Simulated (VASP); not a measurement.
# Co (Pm-3m) in VASP: relaxation of cell and atoms with r2SCAN

Aim: the relaxation of cell and atoms of Co with r2SCAN.

Everything below comes from runs of VASP 6.6.1. Logs are shortened: lines on timing, memory, paths and dates and some standing lists are left out, and cuts for length are marked.

### Step 1. The cell of the first run

Symmetry: Pm-3m, No. 221, cubic system. Conventional cell: a = 2.323 Å, b = 2.323 Å, c = 2.323 Å, α = 90.00°, β = 90.00°, γ = 90.00°. Co (site symmetry m-3m) has 6 Co at 2.32 Å within 3.1 Å.

This isn't the form of Co at room conditions, which is hcp.

### Step 2. Relaxation of cell and atoms, r2SCAN, collinear spin, ferromagnetic start

File POSCAR:

```
Co
1.0
    2.3228229210      0.0000000000      0.0000000000
    0.0000000000      2.3228229210      0.0000000000
    0.0000000000      0.0000000000      2.3228229210
Co
1
Direct
    0.0000000000      0.0000000000      0.0000000000
```

File INCAR.step1:

```
SYSTEM = Co
ALGO = Normal
EDIFF = 1E-4
ENCUT = 600
GGA = PE
ISMEAR = 0
ISPIN = 2
LASPH = .TRUE.
LCHARG = .FALSE.
LMAXMIX = 4
LREAL = .FALSE.
LWAVE = .TRUE.
MAGMOM = 2.31
NELM = 150
PREC = Accurate
SIGMA = 0.1
```

File INCAR.step2:

```
SYSTEM = Co
ALGO = Normal
EDIFF = 1E-6
EDIFFG = -0.01
ENCUT = 600
IBRION = 2
ISIF = 3
ISMEAR = 0
ISPIN = 2
ISTART = 1
LASPH = .TRUE.
LCHARG = .FALSE.
LMAXMIX = 4
LMIXTAU = .TRUE.
LORBIT = 11
LREAL = .FALSE.
LWAVE = .FALSE.
MAGMOM = 2.31
METAGGA = R2SCAN
NELM = 150
NSW = 100
PREC = Accurate
SIGMA = 0.1
```

File KPOINTS:

```
k-points
0
G
  24 24 24
  0 0 0
```

Potentials or basis: VASP PAW PBE potentials, release 64 (Co).

Run with:

```
$ cat potpaw_PBE.64/Co/POTCAR > POTCAR
$ cp INCAR.step1 INCAR
$ mpirun -np 1 vasp_std > vasp.out
$ cp INCAR.step2 INCAR
$ mpirun -np 1 vasp_std > vasp.out
```

OUTCAR:

```text
SYSTEM = Co
   EDIFF = 1E-6
   EDIFFG = -0.01
   ENCUT = 600
   IBRION = 2
   ISIF = 3
   ISMEAR = 0
   ISPIN = 2
   ISTART = 1
   LASPH = .TRUE.
   LORBIT = 11
   LREAL = .FALSE.
   METAGGA = R2SCAN
   NELM = 150
   NSW = 100
   PREC = Accurate

 ion  position               nearest neighbor table
   1  0.000  0.000  0.000-

  LATTYP: Found a simple cubic cell.
 ALAT       =     2.3228229210

  Lattice vectors:

 A1 = (   2.3228229210,   0.0000000000,   0.0000000000)
 A2 = (   0.0000000000,   2.3228229210,   0.0000000000)
 A3 = (   0.0000000000,   0.0000000000,   2.3228229210)

Analysis of symmetry for initial positions (statically):
=====================================================================
 Subroutine PRICEL returns:
 Original cell was already a primitive cell.

 Routine SETGRP: Setting up the symmetry group for a
 simple cubic supercell.

 Subroutine GETGRP returns: Found 48 space group operations
 (whereof 48 operations were pure point group operations)
 out of a pool of 48 trial point group operations.

The static configuration has the point symmetry O_h .

Analysis of symmetry for dynamics (positions and initial velocities):
=====================================================================
 Subroutine PRICEL returns:
 Original cell was already a primitive cell.

 Routine SETGRP: Setting up the symmetry group for a
 simple cubic supercell.

 Subroutine GETGRP returns: Found 48 space group operations
 (whereof 48 operations were pure point group operations)
 out of a pool of 48 trial point group operations.

The dynamic configuration has the point symmetry O_h .

Analysis of structural, dynamic, and magnetic symmetry:
=====================================================================
 Subroutine PRICEL returns:
 Original cell was already a primitive cell.

 Routine SETGRP: Setting up the symmetry group for a
 simple cubic supercell.

 Subroutine GETGRP returns: Found 48 space group operations
 (whereof 48 operations were pure point group operations)
 out of a pool of 48 trial point group operations.

The overall configuration has the point symmetry O_h .

 Subroutine INISYM returns: Found 48 space group operations
 (whereof 48 operations are pure point group operations),
 and found     1 'primitive' translations

----------------------------------------------------------------------------------------

                                     Primitive cell

  volume of cell :      12.5328

  direct lattice vectors                    reciprocal lattice vectors
     2.322822921  0.000000000  0.000000000     0.430510648  0.000000000  0.000000000
     0.000000000  2.322822921  0.000000000     0.000000000  0.430510648  0.000000000
     0.000000000  0.000000000  2.322822921     0.000000000  0.000000000  0.430510648

  length of vectors
     2.322822921  2.322822921  2.322822921     0.430510648  0.430510648  0.430510648

  position of ions in fractional coordinates (direct lattice)
     0.000000000  0.000000000  0.000000000

  ion indices of the primitive-cell ions
   primitive index   ion index
                 1           1

----------------------------------------------------------------------------------------

 KPOINTS: k-points

Automatic generation of k-mesh.
 Grid dimensions read from file:
 generate k-points for:   24   24   24

 Generating k-lattice:

  Cartesian coordinates                     Fractional coordinates (reciprocal lattice)
     0.017937944  0.000000000  0.000000000     0.041666667  0.000000000  0.000000000
     0.000000000  0.017937944  0.000000000     0.000000000  0.041666667  0.000000000
     0.000000000  0.000000000  0.017937944     0.000000000  0.000000000  0.041666667

  Length of vectors
     0.017937944  0.017937944  0.017937944

  Shift w.r.t. Gamma in fractional coordinates (k-lattice)
     0.000000000  0.000000000  0.000000000

 Subroutine IBZKPT returns following result:
 ===========================================

 Found    455 irreducible k-points:

 Following reciprocal coordinates:
            Coordinates               Weight
  0.000000  0.000000  0.000000      1.000000
  0.041667  0.000000  0.000000      6.000000
  0.083333  0.000000  0.000000      6.000000
  0.125000  0.000000  0.000000      6.000000
  0.166667  0.000000  0.000000      6.000000
  0.208333  0.000000  0.000000      6.000000
[... 16 lines left out ...]
  0.416667  0.041667  0.000000     24.000000
  0.458333  0.041667  0.000000     24.000000
 [... further k-points ...]
   k-points           NKPTS =    455   k-points in BZ     NKDIM =    455   number of bands    NBANDS=      9
   number of dos      NEDOS =    301   number of ions     NIONS =      1
   total plane-waves  NPLWV =   8000
   dimension x,y,z NGX =    20 NGY =   20 NGZ =   20
   dimension x,y,z NGXF=    40 NGYF=   40 NGZF=   40
   ions per type =               1
   NGX,Y,Z   is equivalent  to a cutoff of  14.31, 14.31, 14.31 a.u.
   NGXF,Y,Z  is equivalent  to a cutoff of  28.63, 28.63, 28.63 a.u.
 SYSTEM =  Co
   PREC   = accura    normal or accurate (medium, high low for compatibility)
   ISTART =      1    job   : 0-new  1-cont  2-samecut
   ICHARG =      0    charge: 1-file 2-atom 10-const
   ISPIN  =      2    spin polarized calculation?
   LNONCOLLINEAR =      F non collinear calculations
   LSORBIT =      F    spin-orbit coupling
   LASPH  =      T    aspherical Exc in radial PAW
   ENCUT  =  600.0 eV  44.10 Ry    6.64 a.u.   4.64  4.64  4.64*2*pi/ulx,y,z
   NELM   =    150;   NELMIN=  2; NELMDL=  0     # of ELM steps
   EDIFF  = 0.1E-05   stopping-criterion for ELM
   LREAL  =      F    real-space projection
   EDIFFG = -.1E-01   stopping-criterion for IOM
   NSW    =    100    number of steps for IOM
   IBRION =      2    ionic relax: 0-MD 1-quasi-New 2-CG
   NFREE  =      1    steps in history (QN), initial steepest desc. (CG)
   ISIF   =      3    stress and relaxation
   ISYM   =      2    0-nonsym 1-usesym 2-fastsym
   POTIM  = 0.5000    time-step for ionic-motion
   TEBEG  =    0.0;   TEEND  =   0.0 temperature during run
   PSTRESS=    0.0 pullay stress
   NELECT =       9.0000    total number of electrons
   NUPDOWN=      -1.0000    fix difference up-down
   EMIN   =  10.00;   EMAX   =-10.00  energy-range for DOS
   EFERMI =   0.00;   METHOD = LEGACY
   ISMEAR =     0;   SIGMA  =   0.10  broadening in eV -4-tet -1-fermi 0-gaus
   EFERMI_NEDOS =   21; number of points for ismear=-14 and -15
   IALGO  =     38    algorithm
   IMIX   =      4    mixing-type and parameters
     AMIX     =   0.40;   BMIX     =  1.00
     AMIX_MAG =   1.60;   BMIX_MAG =  1.00
  volume/ion in A,a.u.               =      12.53        84.58
  Fermi-wavevector in a.u.,A,eV,Ry     =   1.466019  2.770374 29.241796  2.149211
  Thomas-Fermi vector in A             =   2.581806
   LORBIT       =     11    0 simple, 1 ext, 2 COOP (PROOUT), +10 PAW based schemes
   METAGGA = R2SCAN    functional components
   LHFCALC =     F    Hartree Fock is set to
   AEXX    =    0.0000 exact exchange contribution
   IVDW    =     0    specifies the selected vdW correction
   LEPSILON=     F    determine dielectric tensor
   LRPA    =     F    only Hartree local field effects (RPA)
 conjugate gradient relaxation of ions
 spin polarized calculation
 Gauss-broadening in eV      SIGMA  =   0.10
  energy-cutoff  :      600.00
  volume of cell :       12.53
 maximum number of plane-waves:       441
 NGX is ok and might be reduce to    20
   NGX =  9   NGY =  9   NGZ =  9

--------------------------------------- Ionic step        1  -------------------------------------------

 number of electron       9.0000002 magnetization       2.0166714

 Free energy of the ion-electron system (eV)
  ---------------------------------------------------
  ext. energy  EPLUGINS =         0.00000000
  ---------------------------------------------------
  free energy    TOTEN  =       -12.48261972 eV

  energy without entropy =      -12.47642276  energy(sigma->0) =      -12.47952124

------------------------ aborting loop because EDIFF is reached ----------------------------------------

  FORCE on cell =-STRESS in cart. coord.  units (eV):
  Direction    XX          YY          ZZ          XY          YZ          ZX
  --------------------------------------------------------------------------------------
  -------------------------------------------------------------------------------------
  Total        0.0353711      0.0353711      0.0353711      0.0000000     -0.0000000     -0.0000000
  in kB        4.5217912      4.5217912      4.5217912      0.0000000     -0.0000000     -0.0000000
  external PRESSURE =       4.5217912 kB  Pullay stress =       0.0000000 kB

 VOLUME and BASIS-vectors are now :
 -----------------------------------------------------------------------------
  energy-cutoff  :      600.00
  volume of cell :       12.53
      direct lattice vectors                 reciprocal lattice vectors
     2.322822921  0.000000000  0.000000000     0.430510648  0.000000000  0.000000000
     0.000000000  2.322822921  0.000000000     0.000000000  0.430510648  0.000000000
     0.000000000  0.000000000  2.322822921     0.000000000  0.000000000  0.430510648
[... 36 lines left out ...]
 POSITION                                       TOTAL-FORCE (eV/Angst)
 -----------------------------------------------------------------------------------
      0.00000      0.00000      0.00000         0.000000      0.000000      0.000000
 -----------------------------------------------------------------------------------
    total drift:                               -0.000000     -0.000000     -0.000000

  FREE ENERGIE OF THE ION-ELECTRON SYSTEM (eV)
  ---------------------------------------------------
  free  energy   TOTEN  =       -12.4826437714 eV

  energy  without entropy=      -12.4764467547  energy(sigma->0) =      -12.47954526

--------------------------------------- Ionic step        3  -------------------------------------------

 number of electron       9.0000001 magnetization       2.0184936

 Free energy of the ion-electron system (eV)
  ---------------------------------------------------
  ext. energy  EPLUGINS =         0.00000000
  ---------------------------------------------------
  free energy    TOTEN  =       -12.48267199 eV

  energy without entropy =      -12.47647464  energy(sigma->0) =      -12.47957331

 E-fermi :   8.8899     XC(G=0): -13.5589

 val. band max:        8.8866431751   @ k =   0.3333   0.3333   0.2083
 cond. band min:       8.8931704186   @ k =   0.4583   0.3750   0.0833
 fundamental gap:      0.0065272435
 Fermi energy:         8.8898605165

 spin component 1

 k-point     1 :       0.0000    0.0000    0.0000
  band No.  band energies     occupation
      1      -0.1268      1.00000
      2       3.5878      1.00000
      3       3.5878      1.00000
      4       6.6037      1.00000
      5       6.6037      1.00000
      6       6.6037      1.00000
      7      28.3596      0.00000
      8      28.3596      0.00000
      9      28.3596      0.00000

 k-point     2 :       0.0417    0.0000    0.0000
  band No.  band energies     occupation
      1      -0.0726      1.00000
      2       3.5954      1.00000
      3       3.6148      1.00000
      4       6.5832      1.00000
      5       6.5833      1.00000
      6       6.6053      1.00000
      7      27.5178      0.00000
      8      28.4320      0.00000
      9      28.4320      0.00000
[... 253 lines left out ...]
 k-point    24 :       0.4583    0.0417    0.0000
  band No.  band energies     occupation
      1       3.6177      1.00000
      2       4.0641      1.00000
      3       5.3658      1.00000
      4       5.5240      1.00000
      5       6.6811      1.00000
      6       7.0208      1.00000
      7      12.2687      0.00000
      8      32.5625      0.00000
      9      34.7453      0.00000

 [... further k-points ...]

 spin component 2

 k-point     1 :       0.0000    0.0000    0.0000
  band No.  band energies     occupation
      1      -0.2944      1.00000
      2       5.1338      1.00000
      3       5.1341      1.00000
      4      10.3501      0.00000
      5      10.3502      0.00000
      6      10.3502      0.00000
      7      29.4275      0.00000
      8      29.4275      0.00000
      9      29.4277      0.00000

 k-point     2 :       0.0417    0.0000    0.0000
  band No.  band energies     occupation
      1      -0.2391      1.00000
      2       5.1433      1.00000
      3       5.1612      1.00000
      4      10.3243      0.00000
      5      10.3244      0.00000
      6      10.3521      0.00000
      7      28.4499      0.00000
      8      29.5043      0.00000
      9      29.5045      0.00000
[... 286 lines left out ...]
 POSITION                                       TOTAL-FORCE (eV/Angst)
 -----------------------------------------------------------------------------------
      0.00000      0.00000      0.00000         0.000000      0.000000      0.000000
 -----------------------------------------------------------------------------------
    total drift:                               -0.000000     -0.000000     -0.000000

  FREE ENERGIE OF THE ION-ELECTRON SYSTEM (eV)
  ---------------------------------------------------
  free  energy   TOTEN  =       -12.4826719858 eV

  energy  without entropy=      -12.4764746420  energy(sigma->0) =      -12.47957331

 reached required accuracy - stopping structural energy minimisation

 total charge

# of ion       s       p       d       tot
------------------------------------------
    1        0.522   0.467   7.222   8.211

 magnetization (x)

# of ion       s       p       d       tot
------------------------------------------
    1        0.018  -0.013   2.053   2.058
```

It took 26 min on 1 thread of Oxide Virtual Turin-like, shared host; peak memory 0.2 GiB.

Results:

```
Free energy                                           : -12.4827 eV
Relaxed volume                                        : 12.57 Å³/atom
Relaxed cell                                          : a = 2.325 Å, b = 2.325 Å, c = 2.325 Å, α = 90.00°, β = 90.00°, γ = 90.00°
Space group after relaxing (to 0.1 Å)                 : Pm-3m (No. 221)
Energy gained by relaxing                             : 0.1 meV/atom
Ionic steps                                           : 3
Pressure after relaxing                               : 0.0 GPa
Net moment                                            : 2.02 μB per cell
Site moments                                          : Co +2.06 μB
Valence electrons inside the program's atomic spheres : Co 8.21
```

Final structure:
```xyz
1
Lattice="2.3251 0.0000 0.0000 0.0000 2.3251 0.0000 0.0000 0.0000 2.3251" Properties=species:S:1:pos:R:3 pbc="T T T"
Co    0.0000    0.0000    0.0000
```

Caveat: the PAW data sets were made with another functional, which shifts forces and pressure a little.
